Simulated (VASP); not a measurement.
# In3Se (Pm-3m) in VASP: notebook, part 2 of 3

VASP 6.6.1. Earlier steps stand in the parts before.

## Step 3: Single point, PBE

This run uses another cell than the first one, of 27.48 Å³/atom.

The input, INCAR:

```
ALGO     = Normal         # electronic algorithm
EDIFF    = 1E-6           # SCF threshold, eV
ENCUT    = 520            # plane-wave cutoff, eV
GGA      = PE             # functional
ISIF     = 2              # what is computed and relaxed
ISMEAR   = 0              # smearing method
LASPH    = True           # aspherical terms in the spheres
LCHARG   = True           # write CHGCAR
LELF     = True           # ELF
LREAL    = False          # projectors in reciprocal space
LVHAR    = True         
LWAVE    = False          # write WAVECAR
NBANDS   = 30             # bands
NELM     = 60             # most SCF steps
PREC     = Accurate       # precision mode
SIGMA    = 0.1            # smearing width, eV
```

The input, KPOINTS:

```
k-points
0
Gamma
  10 10 10
```

The input, POSCAR:

```
In3Se
1.0
    4.7904425502      0.0000000000      0.0000000000
    0.0000000000      4.7904425502      0.0000000000
    0.0000000000      0.0000000000      4.7904425502
In Se
3 1
Direct
    0.0000000000      0.5000000000      0.5000000000
    0.5000000000      0.0000000000      0.5000000000
    0.5000000000      0.5000000000      0.0000000000
    0.0000000000      0.0000000000      0.0000000000
```

Potentials or basis: VASP PAW PBE potentials, release 64 (In_d, Se).

Started as:

```
$ cat potpaw_PBE.64/In_d/POTCAR potpaw_PBE.64/Se/POTCAR > POTCAR
$ mpirun -np 1 vasp_std > vasp.out
```

OUTCAR:

```text
EDIFF = 1E-6
   ENCUT = 520
   GGA = PE
   ISIF = 2
   ISMEAR = 0
   LASPH = True
   LREAL = False
   NELM = 60
   PREC = Accurate

 ion  position               nearest neighbor table
   1  0.000  0.500  0.500-   2 3.39   3 3.39   4 3.39   3 3.39   4 3.39   2 3.39   4 3.39   4 3.39
                             2 3.39   3 3.39   3 3.39   2 3.39
   2  0.500  0.000  0.500-   1 3.39   3 3.39   4 3.39   3 3.39   4 3.39   1 3.39   3 3.39   3 3.39
                             1 3.39   4 3.39   4 3.39   1 3.39
   3  0.500  0.500  0.000-   1 3.39   2 3.39   4 3.39   1 3.39   2 3.39   2 3.39   4 3.39   2 3.39
                             1 3.39   4 3.39   1 3.39   4 3.39
   4  0.000  0.000  0.000-   1 3.39   2 3.39   3 3.39   1 3.39   2 3.39   1 3.39   3 3.39   1 3.39
                             2 3.39   3 3.39   2 3.39   3 3.39

  LATTYP: Found a simple cubic cell.
 ALAT       =     4.7904425502

  Lattice vectors:

 A1 = (   4.7904425502,   0.0000000000,   0.0000000000)
 A2 = (   0.0000000000,   4.7904425502,   0.0000000000)
 A3 = (   0.0000000000,   0.0000000000,   4.7904425502)

Analysis of symmetry for initial positions (statically):
=====================================================================
 Subroutine PRICEL returns:
 Original cell was already a primitive cell.

 Routine SETGRP: Setting up the symmetry group for a
 simple cubic supercell.

 Subroutine GETGRP returns: Found 48 space group operations
 (whereof 48 operations were pure point group operations)
 out of a pool of 48 trial point group operations.

The static configuration has the point symmetry O_h .

Analysis of symmetry for dynamics (positions and initial velocities):
=====================================================================
 Subroutine PRICEL returns:
 Original cell was already a primitive cell.

 Routine SETGRP: Setting up the symmetry group for a
 simple cubic supercell.

 Subroutine GETGRP returns: Found 48 space group operations
 (whereof 48 operations were pure point group operations)
 out of a pool of 48 trial point group operations.

The dynamic configuration has the point symmetry O_h .
[... 119 lines left out ...]
   EFERMI_NEDOS =   21; number of points for ismear=-14 and -15
   IALGO  =     38    algorithm
   IMIX   =      4    mixing-type and parameters
     AMIX     =   0.40;   BMIX     =  1.00
     AMIX_MAG =   1.60;   BMIX_MAG =  1.00
  volume/ion in A,a.u.               =      27.48       185.47
  Fermi-wavevector in a.u.,A,eV,Ry     =   1.215542  2.297042 20.103190  1.477543
  Thomas-Fermi vector in A             =   2.350926
   LORBIT       =      0    0 simple, 1 ext, 2 COOP (PROOUT), +10 PAW based schemes
   GGA     = PE    functional components
   LHFCALC =     F    Hartree Fock is set to
   AEXX    =    0.0000 exact exchange contribution
   IVDW    =     0    specifies the selected vdW correction
   LEPSILON=     F    determine dielectric tensor
   LRPA    =     F    only Hartree local field effects (RPA)
 non-spin polarized calculation
 Gauss-broadening in eV      SIGMA  =   0.10
  energy-cutoff  :      520.00
  volume of cell :      109.93
 maximum number of plane-waves:      3016
 NGX is ok and might be reduce to    36
   NGX = 17   NGY = 17   NGZ = 17

 number of electron      45.0000034 magnetization

 Free energy of the ion-electron system (eV)
  ---------------------------------------------------
  ext. energy  EPLUGINS =         0.00000000
  ---------------------------------------------------
  free energy    TOTEN  =       -11.68515126 eV

  energy without entropy =      -11.67565139  energy(sigma->0) =      -11.68040132

 E-fermi :   6.0155     XC(G=0):  -9.7787

 val. band max:        5.9957491602   @ k =   0.5000   0.4000   0.1000
 cond. band min:       6.0186990558   @ k =   0.4000   0.2000   0.2000
 fundamental gap:      0.0229498956
 Fermi energy:         6.0155279049

 k-point     1 :       0.0000    0.0000    0.0000
  band No.  band energies     occupation
      1      -8.7603      2.00000
      2      -8.7554      2.00000
      3      -8.7554      2.00000
      4      -8.7554      2.00000
      5      -8.6339      2.00000
      6      -8.6339      2.00000
[... 781 lines left out ...]
     29      10.8836      0.00000
     30      12.8545      0.00000

 [... further k-points ...]
[... 5 lines left out ...]
  --------------------------------------------------------------------------------------
  -------------------------------------------------------------------------------------
  Total       -0.0471303     -0.0471303     -0.0471303     -0.0000000     -0.0000000      0.0000000
  in kB       -0.6868852     -0.6868852     -0.6868852     -0.0000000     -0.0000000      0.0000000
  external PRESSURE =      -0.6868852 kB  Pullay stress =       0.0000000 kB

 VOLUME and BASIS-vectors are now :
 -----------------------------------------------------------------------------
  energy-cutoff  :      520.00
  volume of cell :      109.93
      direct lattice vectors                 reciprocal lattice vectors
     4.790442550  0.000000000  0.000000000     0.208748981  0.000000000  0.000000000
     0.000000000  4.790442550  0.000000000     0.000000000  0.208748981  0.000000000
     0.000000000  0.000000000  4.790442550     0.000000000  0.000000000  0.208748981

 POSITION                                       TOTAL-FORCE (eV/Angst)
 -----------------------------------------------------------------------------------
      0.00000      2.39522      2.39522         0.000000      0.000000      0.000000
      2.39522      0.00000      2.39522         0.000000      0.000000      0.000000
      2.39522      2.39522      0.00000         0.000000      0.000000      0.000000
      0.00000      0.00000      0.00000         0.000000      0.000000      0.000000
 -----------------------------------------------------------------------------------
    total drift:                                0.000000      0.000000      0.000000

  FREE ENERGIE OF THE ION-ELECTRON SYSTEM (eV)
  ---------------------------------------------------
  free  energy   TOTEN  =       -11.6851512562 eV

  energy  without entropy=      -11.6756513896  energy(sigma->0) =      -11.68040132
```

stdout:

```text
POSCAR found type information on POSCAR InSe
 POSCAR found :  2 types and       4 ions
 scaLAPACK will be used
 LDA part: xc-table for (Slater+PW92), standard interpolation
 POSCAR, INCAR and KPOINTS ok, starting setup
 FFT: planning ... GRIDC
 FFT: planning ... GRID_SOFT
 FFT: planning ... GRID
 WAVECAR not read
 entering main loop
```

Run time: 68 s. Hardware: 1 thread of AMD EPYC 9R45 (Zen 5), shared host; peak memory 0.27 GiB.

Results:

```yaml
Free_energy: -11.6852 eV
Pressure: -0.1 GPa
Band_gap_on_the_k_mesh: zero (an odd number of electrons rules out a gap without spin polarisation)
```

Caveat: spin-orbit coupling is left out, which moves the levels of the heavy elements.

## Step 4: Single point, PBE+D3(BJ)

This run uses another cell than the first one, of 27.71 Å³/atom.

The input, INCAR:

```
SYSTEM = In3Se
PREC     = Accurate       ! precision mode
ENCUT    = 520            ! plane-wave cutoff, eV
EDIFF    = 1E-7           ! SCF threshold, eV
ISMEAR   = 0              ! smearing method
SIGMA    = 0.1            ! smearing width, eV
LREAL    = .False.        ! projectors in reciprocal space
LASPH    = .True.         ! aspherical terms in the spheres
NELM     = 100            ! most SCF steps
ALGO     = Normal         ! electronic algorithm
ISIF     = 2              ! what is computed and relaxed
LWAVE    = .False.        ! write WAVECAR
LCHARG   = .True.         ! write CHGCAR
GGA      = PE             ! functional
IVDW     = 12             ! dispersion correction
LELF     = .True.         ! ELF
LVHAR    = .True.       
NBANDS   = 30             ! bands
```

The input, KPOINTS:

```
regular mesh
0
Gamma
  10 10 10
  0 0 0
```

The input, POSCAR:

```
In3Se
1.0
    4.8037580000      0.0000000000      0.0000000000
    0.0000000000      4.8037580000      0.0000000000
    0.0000000000      0.0000000000      4.8037580000
In Se
3 1
Direct
    0.0000000000      0.5000000000      0.5000000000
    0.5000000000      0.0000000000      0.5000000000
    0.5000000000      0.5000000000      0.0000000000
    0.0000000000      0.0000000000      0.0000000000
```

Potentials or basis: VASP PAW PBE potentials, release 64 (In_d, Se).

Started as:

```
$ cat potpaw_PBE.64/In_d/POTCAR potpaw_PBE.64/Se/POTCAR > POTCAR
$ mpirun -np 1 vasp_std > vasp.out
```

OUTCAR:

```text
SYSTEM = In3Se
   PREC = Accurate
   ENCUT = 520
   EDIFF = 1E-7
   ISMEAR = 0
   LREAL = .False.
   LASPH = .True.
   NELM = 100
   ISIF = 2
   GGA = PE
   IVDW = 12
 IVDW          = 12

 ion  position               nearest neighbor table
   1  0.000  0.500  0.500-   2 3.40   3 3.40   4 3.40   3 3.40   4 3.40   2 3.40   4 3.40   4 3.40
                             2 3.40   3 3.40   3 3.40   2 3.40
   2  0.500  0.000  0.500-   1 3.40   3 3.40   4 3.40   3 3.40   4 3.40   1 3.40   3 3.40   3 3.40
                             1 3.40   4 3.40   4 3.40   1 3.40
   3  0.500  0.500  0.000-   1 3.40   2 3.40   4 3.40   1 3.40   2 3.40   2 3.40   4 3.40   2 3.40
                             1 3.40   4 3.40   1 3.40   4 3.40
   4  0.000  0.000  0.000-   1 3.40   2 3.40   3 3.40   1 3.40   2 3.40   1 3.40   3 3.40   1 3.40
                             2 3.40   3 3.40   2 3.40   3 3.40

  LATTYP: Found a simple cubic cell.
 ALAT       =     4.8037580000

  Lattice vectors:

 A1 = (   4.8037580000,   0.0000000000,   0.0000000000)
 A2 = (   0.0000000000,   4.8037580000,   0.0000000000)
 A3 = (   0.0000000000,   0.0000000000,   4.8037580000)

Analysis of symmetry for initial positions (statically):
=====================================================================
 Subroutine PRICEL returns:
 Original cell was already a primitive cell.

 Routine SETGRP: Setting up the symmetry group for a
 simple cubic supercell.

 Subroutine GETGRP returns: Found 48 space group operations
 (whereof 48 operations were pure point group operations)
 out of a pool of 48 trial point group operations.

The static configuration has the point symmetry O_h .

Analysis of symmetry for dynamics (positions and initial velocities):
=====================================================================
 Subroutine PRICEL returns:
 Original cell was already a primitive cell.

 Routine SETGRP: Setting up the symmetry group for a
 simple cubic supercell.

 Subroutine GETGRP returns: Found 48 space group operations
 (whereof 48 operations were pure point group operations)
 out of a pool of 48 trial point group operations.

The dynamic configuration has the point symmetry O_h .

 Subroutine INISYM returns: Found 48 space group operations
 (whereof 48 operations are pure point group operations),
 and found     1 'primitive' translations

----------------------------------------------------------------------------------------

                                     Primitive cell

  volume of cell :     110.8520

  direct lattice vectors                    reciprocal lattice vectors
     4.803758000  0.000000000  0.000000000     0.208170353  0.000000000  0.000000000
     0.000000000  4.803758000  0.000000000     0.000000000  0.208170353  0.000000000
     0.000000000  0.000000000  4.803758000     0.000000000  0.000000000  0.208170353

  length of vectors
     4.803758000  4.803758000  4.803758000     0.208170353  0.208170353  0.208170353

  position of ions in fractional coordinates (direct lattice)
     0.000000000  0.500000000  0.500000000
     0.500000000  0.000000000  0.500000000
     0.500000000  0.500000000  0.000000000
     0.000000000  0.000000000  0.000000000

  ion indices of the primitive-cell ions
   primitive index   ion index
                 1           1
[... 29 lines left out ...]

 Following reciprocal coordinates:
            Coordinates               Weight
  0.000000  0.000000  0.000000      1.000000
  0.100000  0.000000  0.000000      6.000000
  0.200000  0.000000  0.000000      6.000000
  0.300000  0.000000  0.000000      6.000000
  0.400000  0.000000  0.000000      6.000000
  0.500000  0.000000  0.000000      3.000000
[... 16 lines left out ...]
  0.200000  0.100000  0.100000     24.000000
  0.300000  0.100000  0.100000     24.000000
 [... further k-points ...]
   k-points           NKPTS =     56   k-points in BZ     NKDIM =     56   number of bands    NBANDS=     30
   number of dos      NEDOS =    301   number of ions     NIONS =      4
   total plane-waves  NPLWV =  46656
   dimension x,y,z NGX =    36 NGY =   36 NGZ =   36
   dimension x,y,z NGXF=    72 NGYF=   72 NGZF=   72
   ions per type =               3   1
   NGX,Y,Z   is equivalent  to a cutoff of  12.46, 12.46, 12.46 a.u.
   NGXF,Y,Z  is equivalent  to a cutoff of  24.92, 24.92, 24.92 a.u.
 SYSTEM =  In3Se
   PREC   = accura    normal or accurate (medium, high low for compatibility)
   ISTART =      0    job   : 0-new  1-cont  2-samecut
   ICHARG =      2    charge: 1-file 2-atom 10-const
   ISPIN  =      1    spin polarized calculation?
   LNONCOLLINEAR =      F non collinear calculations
   LSORBIT =      F    spin-orbit coupling
   LASPH  =      T    aspherical Exc in radial PAW
   ENCUT  =  520.0 eV  38.22 Ry    6.18 a.u.   8.93  8.93  8.93*2*pi/ulx,y,z
   NELM   =    100;   NELMIN=  2; NELMDL= -5     # of ELM steps
   EDIFF  = 0.1E-06   stopping-criterion for ELM
   LREAL  =      F    real-space projection
   EDIFFG = 0.1E-05   stopping-criterion for IOM
   NSW    =      0    number of steps for IOM
   IBRION =     -1    ionic relax: 0-MD 1-quasi-New 2-CG
   NFREE  =      0    steps in history (QN), initial steepest desc. (CG)
   ISIF   =      2    stress and relaxation
   ISYM   =      2    0-nonsym 1-usesym 2-fastsym
   POTIM  = 0.5000    time-step for ionic-motion
   TEBEG  =    0.0;   TEEND  =   0.0 temperature during run
   PSTRESS=    0.0 pullay stress
   NELECT =      45.0000    total number of electrons
   NUPDOWN=      -1.0000    fix difference up-down
   EMIN   =  10.00;   EMAX   =-10.00  energy-range for DOS
   EFERMI =   0.00;   METHOD = LEGACY
   ISMEAR =     0;   SIGMA  =   0.10  broadening in eV -4-tet -1-fermi 0-gaus
   EFERMI_NEDOS =   21; number of points for ismear=-14 and -15
   IALGO  =     38    algorithm
   IMIX   =      4    mixing-type and parameters
     AMIX     =   0.40;   BMIX     =  1.00
     AMIX_MAG =   1.60;   BMIX_MAG =  1.00
  volume/ion in A,a.u.               =      27.71       187.02
  Fermi-wavevector in a.u.,A,eV,Ry     =   1.212173  2.290675 19.991897  1.469363
  Thomas-Fermi vector in A             =   2.347665
   LORBIT       =      0    0 simple, 1 ext, 2 COOP (PROOUT), +10 PAW based schemes
   GGA     = PE    functional components
   LHFCALC =     F    Hartree Fock is set to
   AEXX    =    0.0000 exact exchange contribution
   IVDW    =    12    specifies the selected vdW correction
   LEPSILON=     F    determine dielectric tensor
   LRPA    =     F    only Hartree local field effects (RPA)
 non-spin polarized calculation
 Gauss-broadening in eV      SIGMA  =   0.10
  energy-cutoff  :      520.00
  volume of cell :      110.85
 maximum number of plane-waves:      3016
 NGX is ok and might be reduce to    36
   NGX = 17   NGY = 17   NGZ = 17

 number of electron      45.0000024 magnetization

 Free energy of the ion-electron system (eV)
  ---------------------------------------------------
  ext. energy  EPLUGINS =         0.00000000
  ---------------------------------------------------
  free energy    TOTEN  =       -11.68425076 eV

  energy without entropy =      -11.67471205  energy(sigma->0) =      -11.67948141

 E-fermi :   5.9304     XC(G=0):  -9.7403

 val. band max:        5.9292825312   @ k =   0.4000   0.2000   0.2000
 cond. band min:       5.9321513076   @ k =   0.4000   0.3000   0.1000
 fundamental gap:      0.0028687763
 Fermi energy:         5.9304493160

 k-point     1 :       0.0000    0.0000    0.0000
  band No.  band energies     occupation
      1      -8.8372      2.00000
      2      -8.8341      2.00000
      3      -8.8341      2.00000
      4      -8.8341      2.00000
      5      -8.7149      2.00000
      6      -8.7149      2.00000
[... 781 lines left out ...]
     29      10.7644      0.00000
     30      12.7189      0.00000

 [... further k-points ...]

------------------------ aborting loop because EDIFF is reached ----------------------------------------

 Edisp (eV)   -1.27411

 E8    (eV) :    -0.6095

  FORCE on cell =-STRESS in cart. coord.  units (eV):
  Direction    XX          YY          ZZ          XY          YZ          ZX
  --------------------------------------------------------------------------------------
  -------------------------------------------------------------------------------------
  Total      -1.50742    -1.50742    -1.50742     0.00000    -0.00000     0.00000
  in kB     -21.78715   -21.78715   -21.78715     0.00000    -0.00000     0.00000
  external pressure =      -21.79 kB  Pullay stress =        0.00 kB

 VOLUME and BASIS-vectors are now :
 -----------------------------------------------------------------------------
  energy-cutoff  :      520.00
  volume of cell :      110.85
      direct lattice vectors                 reciprocal lattice vectors
     4.803758000  0.000000000  0.000000000     0.208170353  0.000000000  0.000000000
     0.000000000  4.803758000  0.000000000     0.000000000  0.208170353  0.000000000
     0.000000000  0.000000000  4.803758000     0.000000000  0.000000000  0.208170353

 POSITION                                       TOTAL-FORCE (eV/Angst)
 -----------------------------------------------------------------------------------
      0.00000      2.40188      2.40188         0.000000      0.000000      0.000000
      2.40188      0.00000      2.40188         0.000000      0.000000      0.000000
      2.40188      2.40188      0.00000         0.000000      0.000000      0.000000
      0.00000      0.00000      0.00000         0.000000      0.000000      0.000000
 -----------------------------------------------------------------------------------
    total drift:                                0.000000      0.000000      0.000000

  FREE ENERGIE OF THE ION-ELECTRON SYSTEM (eV)
  ---------------------------------------------------
  free  energy   TOTEN  =       -12.9583583880 eV

  energy  without entropy=      -12.9488196760  energy(sigma->0) =      -12.95358903
```

Wall time 70 s (1 thread of AMD EPYC 9R45 (Zen 5), shared host); peak memory 0.28 GiB.

Results:

| Item | Value |
| --- | --- |
| Free energy | -12.9584 eV |
| Pressure | -2.2 GPa |
| Band gap on the k mesh | zero (an odd number of electrons rules out a gap without spin polarisation) |
| Dispersion energy per atom | -0.319 eV |

Caveat: three body term missing; spin-orbit coupling is left out, which moves the levels of the heavy elements.

(Part 2 of 3 ends here.)
